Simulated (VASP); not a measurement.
# CrO2 (P4_2/mnm) in VASP: single point with PBE+U

Aim: the single point of CrO2 with PBE+U.

All numbers are computed with VASP 6.6.1; they aren't measurements. Logs are shortened: lines on timing, memory, paths and dates and some standing lists are left out, and cuts for length are marked.

## 1. The cell of the first run

Symmetry: P4_2/mnm, No. 136, tetragonal system. The conventional cell has a = 4.410 Å, b = 4.410 Å, c = 2.910 Å, α = 90.00°, β = 90.00°, γ = 90.00°. Within 2.5 Å of Cr (site symmetry mmm) lie 6 O at 1.87 to 1.92 Å. Within 2.5 Å of O (site symmetry m2m) lie 3 Cr at 1.87 to 1.92 Å and 1 O at 2.49 Å.

## 2. Single point, PBE+U, collinear spin, ferromagnetic start

The input, INCAR:

```
PREC = Accurate
ENCUT = 700
EDIFF = 1E-6
ISMEAR = -1
SIGMA = 0.05
LREAL = False
LASPH = True
NELM = 200
ALGO = Normal
ISIF = 2
LWAVE = False
LCHARG = True
ISPIN = 2
MAGMOM = 3 3 0 0 0 0
LORBIT = 11
LMAXMIX = 4
LDAU = True
LDAUTYPE = 2
LDAUL = 2 -1
LDAUU = 3.7 0
LDAUJ = 0 0
LDAUPRINT = 1
GGA = PE
LELF = True
LVHAR = True
NBANDS = 39
GGA_COMPAT = False
```

The input, KPOINTS:

```
regular mesh
0
Gamma
  4 4 6
```

The input, POSCAR:

```
CrO2
1.0
    4.4100000000      0.0000000000      0.0000000000
    0.0000000000      4.4100000000      0.0000000000
    0.0000000000      0.0000000000      2.9100000000
Cr O
2 4
Direct
    0.0000000000      0.0000000000      0.0000000000
    0.5000000000      0.5000000000      0.5000000000
    0.3000000000      0.3000000000      0.0000000000
    0.2000000000      0.8000000000      0.5000000000
    0.7000000000      0.7000000000      0.0000000000
    0.8000000000      0.2000000000      0.5000000000
```

Potentials or basis: VASP PAW PBE potentials, release 64 (Cr_sv, O).

The run is started by

```bash
$ cat potpaw_PBE.64/Cr_sv/POTCAR potpaw_PBE.64/O/POTCAR > POTCAR
$ mpirun -np 1 vasp_std > vasp.out
```

OUTCAR:

```text
PREC = Accurate
   ENCUT = 700
   EDIFF = 1E-6
   ISMEAR = -1
   LREAL = False
   LASPH = True
   NELM = 200
   ISIF = 2
   ISPIN = 2
   LORBIT = 11
   GGA = PE

 ion  position               nearest neighbor table
   1  0.000  0.000  0.000-   3 1.87   5 1.87   4 1.92   6 1.92   4 1.92   6 1.92
   2  0.500  0.500  0.500-   4 1.87   6 1.87   5 1.92   3 1.92   3 1.92   5 1.92
   3  0.300  0.300  0.000-   1 1.87   2 1.92   2 1.92
   4  0.200  0.800  0.500-   2 1.87   1 1.92   1 1.92
   5  0.700  0.700  0.000-   1 1.87   2 1.92   2 1.92
   6  0.800  0.200  0.500-   2 1.87   1 1.92   1 1.92

  LATTYP: Found a simple tetragonal cell.
 ALAT       =     4.4100000000
 C/A-ratio  =     0.6598639456

  Lattice vectors:

 A1 = (   4.4100000000,   0.0000000000,   0.0000000000)
 A2 = (   0.0000000000,   4.4100000000,   0.0000000000)
 A3 = (   0.0000000000,   0.0000000000,   2.9100000000)

Analysis of symmetry for initial positions (statically):
=====================================================================
 Subroutine PRICEL returns:
 Original cell was already a primitive cell.

 Routine SETGRP: Setting up the symmetry group for a
 simple tetragonal supercell.

 Subroutine GETGRP returns: Found 16 space group operations
 (whereof  8 operations were pure point group operations)
 out of a pool of 16 trial point group operations.

The static configuration has the point symmetry D_2h.
 The point group associated with its full space group is D_4h.

Analysis of symmetry for dynamics (positions and initial velocities):
=====================================================================
 Subroutine PRICEL returns:
 Original cell was already a primitive cell.

 Routine SETGRP: Setting up the symmetry group for a
 simple tetragonal supercell.

 Subroutine GETGRP returns: Found 16 space group operations
 (whereof  8 operations were pure point group operations)
 out of a pool of 16 trial point group operations.

The dynamic configuration has the point symmetry D_2h.
 The point group associated with its full space group is D_4h.

Analysis of structural, dynamic, and magnetic symmetry:
=====================================================================
 Subroutine PRICEL returns:
 Original cell was already a primitive cell.

 Routine SETGRP: Setting up the symmetry group for a
[... 220 lines left out ...]
  o =  0.8938  v = -0.5687  0.0000  0.8225  0.0000  0.0000  0.0000  0.0000  0.0000  0.0000  0.0000      0.0000  0.0000  0.0000  0.0000  0.0000  0.0000  0.0000  0.0000  0.0000  0.0000

 number of electron      52.0000004 magnetization       4.0000178

 Free energy of the ion-electron system (eV)
  ---------------------------------------------------
  ext. energy  EPLUGINS =         0.00000000
  ---------------------------------------------------
  free energy    TOTEN  =       -45.07707221 eV

  energy without entropy =      -45.07018292  energy(sigma->0) =      -45.07362756

 E-fermi :   6.7188     XC(G=0): -11.9723

 val. band max:        6.7090015935   @ k =   0.2500   0.2500   0.5000
 cond. band min:       6.7189757750   @ k =   0.2500   0.0000   0.0000
 fundamental gap:      0.0099741815
 Fermi energy:         6.7187808766

 spin component 1

 k-point     1 :       0.0000    0.0000    0.0000
  band No.  band energies     occupation
      1     -66.8754      1.00000
      2     -66.8697      1.00000
      3     -38.2508      1.00000
      4     -38.2508      1.00000
      5     -38.1844      1.00000
      6     -38.1844      1.00000
[... 973 lines left out ...]
     37      20.2618      0.00000
     38      20.2618      0.00000
 Fermi energy:         6.7187808766

 spin component 2

 k-point     1 :       0.0000    0.0000    0.0000
  band No.  band energies     occupation
      1     -64.4308      1.00000
      2     -64.4242      1.00000
      3     -36.0524      1.00000
      4     -36.0524      1.00000
      5     -35.8656      1.00000
      6     -35.8656      1.00000
[... 973 lines left out ...]
     37      20.9362      0.00000
     38      20.9363      0.00000
 [bands above 38 left out]

------------------------ aborting loop because EDIFF is reached ----------------------------------------

  FORCE on cell =-STRESS in cart. coord.  units (eV):
  Direction    XX          YY          ZZ          XY          YZ          ZX
  --------------------------------------------------------------------------------------
  -------------------------------------------------------------------------------------
  Total        2.9365159      2.9365159      3.9952231      0.0000000      0.0000000      0.0000000
  in kB       83.1328694     83.1328694    113.1049092      0.0000000      0.0000000      0.0000000
  external PRESSURE =      93.1235493 kB  Pullay stress =       0.0000000 kB

 VOLUME and BASIS-vectors are now :
 -----------------------------------------------------------------------------
  energy-cutoff  :      700.00
  volume of cell :       56.59
      direct lattice vectors                 reciprocal lattice vectors
     4.410000000  0.000000000  0.000000000     0.226757370  0.000000000  0.000000000
     0.000000000  4.410000000  0.000000000     0.000000000  0.226757370  0.000000000
     0.000000000  0.000000000  2.910000000     0.000000000  0.000000000  0.343642612

 POSITION                                       TOTAL-FORCE (eV/Angst)
 -----------------------------------------------------------------------------------
      0.00000      0.00000      0.00000         0.000000      0.000000      0.000000
      2.20500      2.20500      1.45500         0.000000      0.000000      0.000000
      1.32300      1.32300      0.00000         0.040778      0.040778     -0.000000
      0.88200      3.52800      1.45500        -0.040778      0.040778      0.000000
      3.08700      3.08700      0.00000        -0.040778     -0.040778      0.000000
      3.52800      0.88200      1.45500         0.040778     -0.040778     -0.000000
 -----------------------------------------------------------------------------------
    total drift:                               -0.000000      0.000000     -0.000000

  FREE ENERGIE OF THE ION-ELECTRON SYSTEM (eV)
  ---------------------------------------------------
  free  energy   TOTEN  =       -45.0770722059 eV

  energy  without entropy=      -45.0701829224  energy(sigma->0) =      -45.07362756

 total charge

# of ion       s       p       d       tot
------------------------------------------
    1        2.160   6.060   3.309  11.528
    2        2.160   6.060   3.309  11.528
    3        1.567   3.497   0.000   5.064
    4        1.567   3.497   0.000   5.064
    5        1.567   3.497   0.000   5.064
    6        1.567   3.497   0.000   5.064
--------------------------------------------------
tot         10.587  26.109   6.618  43.313

 magnetization (x)

# of ion       s       p       d       tot
------------------------------------------
    1        0.014   0.013   2.119   2.146
    2        0.014   0.013   2.119   2.146
    3       -0.005  -0.140   0.000  -0.145
    4       -0.005  -0.140   0.000  -0.145
    5       -0.005  -0.140   0.000  -0.145
    6       -0.005  -0.140   0.000  -0.145
--------------------------------------------------
tot          0.008  -0.535   4.237   3.710
```

It took 4.8 min on 1 thread of Intel Xeon Platinum 8259CL at 2.50GHz (Skylake/Cascade Lake), shared host; peak memory 0.3 GiB.

Results:

| Quantity | Value |
| --- | --- |
| Free energy | -45.0771 eV |
| Pressure | 9.3 GPa |
| Largest force | 0.058 eV/Å |
| Band gap on the k mesh | zero (filled and empty bands overlap) |
| Net moment | 4.00 μB per cell |
| Site moments | Cr +2.15; O -0.14 μB |
| Valence electrons inside the program's atomic spheres | Cr 11.53; O 5.06 |

Forces in eV/Å, atoms in the order of the input:
```
Cr   0.000  0.000  0.000
Cr   0.000  0.000  0.000
O    0.041  0.041  0.000
O   -0.041  0.041  0.000
O   -0.041 -0.041  0.000
O    0.041 -0.041  0.000
```

Stress tensor (GPa, compression positive):
```
 8.31  0.00  0.00
 0.00  8.31  0.00
 0.00  0.00 11.31
```

Eigenvalues of the final occupation matrices:
```csv
site,spin,trace,eigenvalues
site 1 d,1,2.73,0.28 0.32 0.42 0.82 0.89
site 1 d,2,0.60,0.04 0.06 0.08 0.20 0.21
site 2 d,1,2.73,0.28 0.32 0.42 0.82 0.89
site 2 d,2,0.60,0.04 0.06 0.08 0.20 0.21
```

Caveat: the cell stands under pressure; the run started ferromagnetic, and an antiferromagnetic order may lie lower in energy. The state reached can hang on the start; a lower one may exist.
